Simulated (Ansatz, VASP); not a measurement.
Two plane-wave programs on Sn

Contents of INCAR:

```
  ALGO = Normal
  EDIFF = 1E-6
  ENCUT = 500
  GGA = PS
  GGA_COMPAT = F
  ISIF = 2
  ISMEAR = -5
  IVDW = 12
  LASPH = T
  LCHARG = T
  LELF = T
  LREAL = F
  LVHAR = T
  LWAVE = F
  NBANDS = 13
  NELM = 120
  PREC = Accurate
  SIGMA = 0.05
```

Contents of KPOINTS:

```
k-points
0
Gamma
  11 11 11
```

The input POSCAR:

```
Sn
1.0
   -1.8598577600      1.9126500250      2.5189025600
    1.8598577600     -1.9126500250      2.5189025600
    1.8598577600      1.9126500250     -2.5189025600
Sn
1
Direct
    0.0000000000      0.0000000000      0.0000000000
```

The input input.yaml:

```yaml
crystal:
  lattice: { a: 3.71971552, b: 3.82530005, c: 5.03780512, alpha: 90.0, beta: 90.0, gamma: 90.0 }
  space_group: 71
  setting: { hermann_mauguin: Immm }
  reduce_to_primitive: true
  atoms:
    - { symbol: Sn, wyckoff: "2a", position: [0.0, 0.0, 0.0] }
hamiltonian:
  xc: pbesol
  pseudopotentials: { kind: paw }
  dispersion: d3bj
kpoints:
  mp_grid: { grid: [11, 11, 11] }
scf:
  occupations: { method: tetrahedron }
output:
  forces: true
  stress: true
  bader: true
  populations: true
  write_density: true
  write_potential: true
  elf: true
  volumetric_format: npy
```

Change from the starting cell: volume scaled by 1.25.

Alike in both runs: functional PBEsol; dispersion D3(BJ); k mesh 11 × 11 × 11; occupations tetrahedron; no spin polarisation.

|  | VASP | Ansatz |
| --- | --- | --- |
| version | VASP 6.6.1 | Ansatz 0.2.0 |
| potentials or method | VASP PAW PBE potentials, release 64 (Sn_d) | Ansatz PAW |
| plane-wave cutoff (eV) | 500 | 420 |
| valence electrons in the cell | 14 | 14 |
| task | single point | atomic charges |

VASP gave:

| Property | Result |
| --- | --- |
| gap on the k mesh at the Fermi level (eV) | none |
| pressure (GPa) | -5.2 |
| traceless stress, the component that is largest in VASP (GPa) | -0.50 |

Question: What did Ansatz give for the same quantities?

Answer: gap on the k mesh at the Fermi level (eV): none; pressure (GPa): -5.1; traceless stress, the component that is largest in VASP (GPa): -0.50.

VASP's potentials were made for PBE, not for PBEsol. A gap of «none» marks a metal or a gap that the smearing closes.
